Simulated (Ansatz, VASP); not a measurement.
**One calculation of Au, two programs**

```xyz
2
Lattice="0.0000 2.8206 2.8206 2.8206 0.0000 2.8206 2.8206 2.8206 0.0000" Properties=species:S:1:pos:R:3 pbc="T T T"
Au   -0.6205   -0.7898   -0.7898
Au    0.6205    0.7898    0.7898
```

Change from the starting cell: shortest bond scaled by 0.88, LAPW.

Alike in both runs: task single point; functional PBE; k mesh 9 × 9 × 9; occupations fermi-dirac, width 0.05 eV; no spin polarisation.

|  | VASP | Ansatz |
| --- | --- | --- |
| version | VASP 6.6.1 | Ansatz 0.2.0 |
| potentials or method | VASP PAW PBE potentials, release 64 (Au), cutoff 520 eV | all-electron LAPW, scalar-relativistic |

|  | VASP | Ansatz | Ansatz less VASP |
| --- | --- | --- | --- |
| pressure (GPa) | 40.0 | 41.1 | +1.14 |
| traceless stress, the component that is largest in VASP (GPa) | -26.36 | -27.25 | -0.882 |
| rms of the force components (eV/Å) | 5.330 | 5.516 | +0.1866 |

Atom by atom the forces differ by 0.187 eV/Å (rms over components). Both programs put the cell under a high pressure, so it lies far from rest at this level. Ansatz ran all-electron here, and VASP with PAW potentials.

Spin-orbit coupling is off throughout.
